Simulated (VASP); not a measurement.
# SiW3 (I4mm) in VASP: single point with PBEsol

Aim: the single point of SiW3 with PBEsol.

Everything below comes from runs of VASP 6.6.1. Logs are shortened: lines on timing, memory, paths and dates and some standing lists are left out, and cuts for length are marked.

## (1) The cell of the first run

It takes space group I4mm (No. 107, tetragonal). The conventional cell has a = 5.154 Å, b = 5.154 Å, c = 5.154 Å, α = 90.00°, β = 90.00°, γ = 90.00°. Within 3.1 Å of Si (site symmetry 4mm) lie 6 W at 2.35 to 2.80 Å. Within 3.5 Å of W (site symmetry 2mm) lie 4 W at 2.58 Å and 4 Si at 2.59 to 3.49 Å. Within 3.1 Å of W (site symmetry 4mm) lie 2 Si at 2.35 to 2.80 Å and 4 W at 2.58 Å.

## (2) Single point, PBEsol (atom 1 (Si) moved by (-0.225, +0.000) A along x and z)

File INCAR:

```
SYSTEM = SiW3
  PREC = Accurate
  ENCUT = 500
  EDIFF = 1E-6
  ISMEAR = 0
  SIGMA = 0.15
  LREAL = .False.
  LASPH = .True.
  NELM = 120
  ALGO = Normal
  ISIF = 2
  LWAVE = .False.
  LCHARG = .True.
  GGA = PS
  LELF = .True.
  LVHAR = .True.
  NBANDS = 31
  GGA_COMPAT = .False.
```

File KPOINTS:

```
regular mesh
0
Gamma
  14 14 14
  0 0 0
```

File POSCAR:

```
SiW3
1.0
   -2.5771952866      2.5771952866      2.5771952866
    2.5771952866     -2.5771952866      2.5771952866
    2.5771952866      2.5771952866     -2.5771952866
Si W
1 3
Direct
    0.0000000000     -0.0436521053     -0.0436521053
    0.5000000000      0.5000000000      0.0000000000
    0.5000000000      0.0000000000      0.5000000000
    0.0000000000      0.5000000000      0.5000000000
```

Potentials or basis: VASP PAW PBE potentials, release 64 (Si, W_sv).

On the command line:

```console
cat potpaw_PBE.64/Si/POTCAR potpaw_PBE.64/W_sv/POTCAR > POTCAR
mpirun -np 1 vasp_std > vasp.out
```

OUTCAR:

```text
SYSTEM = SiW3
   PREC = Accurate
   ENCUT = 500
   EDIFF = 1E-6
   ISMEAR = 0
   LREAL = .False.
   LASPH = .True.
   NELM = 120
   ISIF = 2
   GGA = PS

 ion  position               nearest neighbor table
   1  0.000  0.956  0.956-   4 2.35   3 2.59   2 2.59   2 2.59   3 2.59   4 2.80
   2  0.500  0.500  0.000-   3 2.58   4 2.58   3 2.58   4 2.58   1 2.59   1 2.59
   3  0.500  0.000  0.500-   2 2.58   4 2.58   2 2.58   4 2.58   1 2.59   1 2.59
   4  0.000  0.500  0.500-   1 2.35   2 2.58   3 2.58   2 2.58   3 2.58   1 2.80

  LATTYP: Found a body centered cubic cell.
 ALAT       =     5.1543905732

  Lattice vectors:

 A1 = (  -2.5771952866,   2.5771952866,   2.5771952866)
 A2 = (   2.5771952866,  -2.5771952866,   2.5771952866)
 A3 = (   2.5771952866,   2.5771952866,  -2.5771952866)

Analysis of symmetry for initial positions (statically):
=====================================================================
 Subroutine PRICEL returns:
 Original cell was already a primitive cell.

 Routine SETGRP: Setting up the symmetry group for a
 body centered cubic supercell.

 Subroutine GETGRP returns: Found  8 space group operations
 (whereof  8 operations were pure point group operations)
 out of a pool of 48 trial point group operations.

The static configuration has the point symmetry C_4v.

Analysis of symmetry for dynamics (positions and initial velocities):
=====================================================================
 Subroutine PRICEL returns:
 Original cell was already a primitive cell.

 Routine SETGRP: Setting up the symmetry group for a
 body centered cubic supercell.

 Subroutine GETGRP returns: Found  8 space group operations
 (whereof  8 operations were pure point group operations)
 out of a pool of 48 trial point group operations.

The dynamic configuration has the point symmetry C_4v.

 Subroutine INISYM returns: Found  8 space group operations
 (whereof  8 operations are pure point group operations),
 and found     1 'primitive' translations

----------------------------------------------------------------------------------------

                                     Primitive cell

  volume of cell :      68.4703

  direct lattice vectors                    reciprocal lattice vectors
    -2.577195287  2.577195287  2.577195287     0.000000000  0.194009357  0.194009357
     2.577195287 -2.577195287  2.577195287     0.194009357  0.000000000  0.194009357
     2.577195287  2.577195287 -2.577195287     0.194009357  0.194009357  0.000000000

  length of vectors
     4.463833177  4.463833177  4.463833177     0.274370664  0.274370664  0.274370664

  position of ions in fractional coordinates (direct lattice)
     0.000000000  0.956347895  0.956347895
     0.500000000  0.500000000  0.000000000
     0.500000000  0.000000000  0.500000000
     0.000000000  0.500000000  0.500000000

  ion indices of the primitive-cell ions
   primitive index   ion index
                 1           1
                 2           2
                 3           3
                 4           4

----------------------------------------------------------------------------------------

 KPOINTS: regular mesh

Automatic generation of k-mesh.
 Grid dimensions read from file:
 generate k-points for:   14   14   14

 Generating k-lattice:

  Cartesian coordinates                     Fractional coordinates (reciprocal lattice)
     0.000000000  0.013857811  0.013857811     0.071428571  0.000000000  0.000000000
     0.013857811  0.000000000  0.013857811     0.000000000  0.071428571  0.000000000
     0.013857811  0.013857811  0.000000000     0.000000000  0.000000000  0.071428571

  Length of vectors
     0.019597905  0.019597905  0.019597905

  Shift w.r.t. Gamma in fractional coordinates (k-lattice)
     0.000000000  0.000000000  0.000000000

 Subroutine IBZKPT returns following result:
 ===========================================

 Found    244 irreducible k-points:

 Following reciprocal coordinates:
            Coordinates               Weight
  0.000000  0.000000  0.000000      1.000000
  0.071429  0.000000  0.000000      4.000000
  0.000000  0.071429  0.000000      8.000000
  0.142857  0.000000  0.000000      4.000000
  0.000000  0.142857  0.000000      8.000000
  0.214286  0.000000  0.000000      4.000000
[... 16 lines left out ...]
  0.071429  0.000000  0.214286     16.000000
  0.285714  0.071429  0.000000     16.000000
 [... further k-points ...]
   k-points           NKPTS =    244   k-points in BZ     NKDIM =    244   number of bands    NBANDS=     31
   number of dos      NEDOS =    301   number of ions     NIONS =      4
   total plane-waves  NPLWV =  46656
   dimension x,y,z NGX =    36 NGY =   36 NGZ =   36
   dimension x,y,z NGXF=    72 NGYF=   72 NGZF=   72
   ions per type =               1   3
   NGX,Y,Z   is equivalent  to a cutoff of  13.41, 13.41, 13.41 a.u.
   NGXF,Y,Z  is equivalent  to a cutoff of  26.81, 26.81, 26.81 a.u.
 SYSTEM =  SiW3
   PREC   = accura    normal or accurate (medium, high low for compatibility)
   ISTART =      0    job   : 0-new  1-cont  2-samecut
   ICHARG =      2    charge: 1-file 2-atom 10-const
   ISPIN  =      1    spin polarized calculation?
   LNONCOLLINEAR =      F non collinear calculations
   LSORBIT =      F    spin-orbit coupling
   LASPH  =      T    aspherical Exc in radial PAW
   ENCUT  =  500.0 eV  36.75 Ry    6.06 a.u.   8.14  8.14  8.14*2*pi/ulx,y,z
   NELM   =    120;   NELMIN=  2; NELMDL= -5     # of ELM steps
   EDIFF  = 0.1E-05   stopping-criterion for ELM
   LREAL  =      F    real-space projection
   EDIFFG = 0.1E-04   stopping-criterion for IOM
   NSW    =      0    number of steps for IOM
   IBRION =     -1    ionic relax: 0-MD 1-quasi-New 2-CG
   NFREE  =      0    steps in history (QN), initial steepest desc. (CG)
   ISIF   =      2    stress and relaxation
   ISYM   =      2    0-nonsym 1-usesym 2-fastsym
   POTIM  = 0.5000    time-step for ionic-motion
   TEBEG  =    0.0;   TEEND  =   0.0 temperature during run
   PSTRESS=    0.0 pullay stress
   NELECT =      46.0000    total number of electrons
   NUPDOWN=      -1.0000    fix difference up-down
   EMIN   =  10.00;   EMAX   =-10.00  energy-range for DOS
   EFERMI =   0.00;   METHOD = LEGACY
   ISMEAR =     0;   SIGMA  =   0.15  broadening in eV -4-tet -1-fermi 0-gaus
   EFERMI_NEDOS =   21; number of points for ismear=-14 and -15
   IALGO  =     38    algorithm
   IMIX   =      4    mixing-type and parameters
     AMIX     =   0.40;   BMIX     =  1.00
     AMIX_MAG =   1.60;   BMIX_MAG =  1.00
  volume/ion in A,a.u.               =      17.12       115.52
  Fermi-wavevector in a.u.,A,eV,Ry     =   1.433816  2.709520 27.971246  2.055829
  Thomas-Fermi vector in A             =   2.553293
   LORBIT       =      0    0 simple, 1 ext, 2 COOP (PROOUT), +10 PAW based schemes
   GGA     = PS    functional components
   LHFCALC =     F    Hartree Fock is set to
   AEXX    =    0.0000 exact exchange contribution
   IVDW    =     0    specifies the selected vdW correction
   LEPSILON=     F    determine dielectric tensor
   LRPA    =     F    only Hartree local field effects (RPA)
 non-spin polarized calculation
 Gauss-broadening in eV      SIGMA  =   0.15
  energy-cutoff  :      500.00
  volume of cell :       68.47
 maximum number of plane-waves:      1761
 NGX is ok and might be reduce to    36
   NGX = 17   NGY = 17   NGZ = 17

 number of electron      46.0000008 magnetization

 Free energy of the ion-electron system (eV)
  ---------------------------------------------------
  ext. energy  EPLUGINS =         0.00000000
  ---------------------------------------------------
  free energy    TOTEN  =       -41.54026758 eV

  energy without entropy =      -41.48829726  energy(sigma->0) =      -41.51428242

 E-fermi :   9.3178     XC(G=0): -12.5289

 val. band max:        9.3150079036   @ k =   0.1429   0.2857   0.1429
 cond. band min:       9.3181406928   @ k =   0.0714   0.2857   0.2143
 fundamental gap:      0.0031327892
 Fermi energy:         9.3177829621

 k-point     1 :       0.0000    0.0000    0.0000
  band No.  band energies     occupation
      1     -64.6000      2.00000
      2     -64.4321      2.00000
      3     -64.3765      2.00000
      4     -29.4525      2.00000
      5     -29.4344      2.00000
      6     -29.4344      2.00000
[... 23 lines left out ...]
     30      13.2488      0.00000
     31      14.8846      0.00000

 k-point     2 :       0.0714    0.0000    0.0000
  band No.  band energies     occupation
      1     -64.5982      2.00000
      2     -64.4321      2.00000
      3     -64.3783      2.00000
      4     -29.4529      2.00000
      5     -29.4180      2.00000
      6     -29.4170      2.00000
[... 23 lines left out ...]
     30      13.1567      0.00000
     31      14.6533      0.00000

 k-point     3 :       0.0000    0.0714    0.0000
  band No.  band energies     occupation
      1     -64.5978      2.00000
      2     -64.4337      2.00000
      3     -64.3771      2.00000
      4     -29.4357      2.00000
      5     -29.4347      2.00000
      6     -29.4175      2.00000
[... 23 lines left out ...]
     30      13.1711      0.00000
     31      14.6446      0.00000

 k-point     4 :       0.1429    0.0000    0.0000
  band No.  band energies     occupation
      1     -64.5930      2.00000
      2     -64.4323      2.00000
      3     -64.3834      2.00000
      4     -29.4537      2.00000
      5     -29.3695      2.00000
      6     -29.3656      2.00000
[... 23 lines left out ...]
     30      12.9491      0.00000
     31      14.0987      0.00000

 k-point     5 :       0.0000    0.1429    0.0000
  band No.  band energies     occupation
      1     -64.5915      2.00000
      2     -64.4385      2.00000
      3     -64.3787      2.00000
      4     -29.4356      2.00000
      5     -29.3858      2.00000
      6     -29.3672      2.00000
[... 23 lines left out ...]
     30      12.9709      0.00000
     31      14.0880      0.00000
[... 542 lines left out ...]
     30      12.8079      0.00000
     31      13.4247      0.00000

 k-point    22 :       0.0000    0.2143    0.0714
  band No.  band energies     occupation
      1     -64.5726      2.00000
      2     -64.4562      2.00000
      3     -64.3802      2.00000
      4     -29.4207      2.00000
      5     -29.2885      2.00000
      6     -29.1943      2.00000
[... 23 lines left out ...]
     30      12.8025      0.00000
     31      13.4498      0.00000

 k-point    23 :       0.0714    0.0000    0.2143
  band No.  band energies     occupation
      1     -64.5752      2.00000
      2     -64.4488      2.00000
      3     -64.3849      2.00000
      4     -29.4208      2.00000
      5     -29.3066      2.00000
      6     -29.1761      2.00000
[... 23 lines left out ...]
     30      12.8065      0.00000
     31      13.3992      0.00000

 k-point    24 :       0.2857    0.0714    0.0000
  band No.  band energies     occupation
      1     -64.5692      2.00000
      2     -64.4364      2.00000
      3     -64.4036      2.00000
      4     -29.4403      2.00000
      5     -29.1829      2.00000
      6     -29.0464      2.00000
[... 23 lines left out ...]
     30      12.7113      0.00000
     31      12.9562      0.00000

 [... further k-points ...]

------------------------ aborting loop because EDIFF is reached ----------------------------------------

  FORCE on cell =-STRESS in cart. coord.  units (eV):
  Direction    XX          YY          ZZ          XY          YZ          ZX
  --------------------------------------------------------------------------------------
  -------------------------------------------------------------------------------------
  Total        2.9954009      0.0883070      0.0883070      0.0000000     -0.0000000      0.0000000
  in kB       70.0912102      2.0663503      2.0663503      0.0000000     -0.0000000      0.0000000
  external PRESSURE =      24.7413036 kB  Pullay stress =       0.0000000 kB

 VOLUME and BASIS-vectors are now :
 -----------------------------------------------------------------------------
  energy-cutoff  :      500.00
  volume of cell :       68.47
      direct lattice vectors                 reciprocal lattice vectors
    -2.577195287  2.577195287  2.577195287     0.000000000  0.194009357  0.194009357
     2.577195287 -2.577195287  2.577195287     0.194009357  0.000000000  0.194009357
     2.577195287  2.577195287 -2.577195287     0.194009357  0.194009357  0.000000000

 POSITION                                       TOTAL-FORCE (eV/Angst)
 -----------------------------------------------------------------------------------
      4.92939      0.00000      0.00000         1.705654      0.000000      0.000000
      0.00000      0.00000      2.57720         0.355217      0.000000      0.000000
      0.00000      2.57720      0.00000         0.355217      0.000000      0.000000
      2.57720      0.00000      0.00000        -2.416088      0.000000      0.000000
 -----------------------------------------------------------------------------------
    total drift:                               -0.000037     -0.000000     -0.000000

  FREE ENERGIE OF THE ION-ELECTRON SYSTEM (eV)
  ---------------------------------------------------
  free  energy   TOTEN  =       -41.5402675835 eV

  energy  without entropy=      -41.4882972607  energy(sigma->0) =      -41.51428242
```

It took 15 min on 1 thread of Oxide Virtual Turin-like, shared host; peak memory 0.46 GiB.

What came out:

```
Free energy            : -41.5403 eV
Pressure               : 2.5 GPa
Largest force          : 2.416 eV/Å
Band gap on the k mesh : zero (bands 23 and 24 overlap by 1.69 eV)
```

Forces on the atoms (eV/Å):
```
Si   1.706  0.000  0.000
W    0.355  0.000  0.000
W    0.355  0.000  0.000
W   -2.416  0.000  0.000
```

Caveat: the cell differs from its parent crystal (atom 1 (Si) moved by (-0.225, +0.000) A along x and z); the stress differs along the axes, from 0 to 7 GPa; the PAW data sets were made with another functional, which shifts forces and pressure a little; spin-orbit coupling is left out, which moves the levels of the heavy elements.
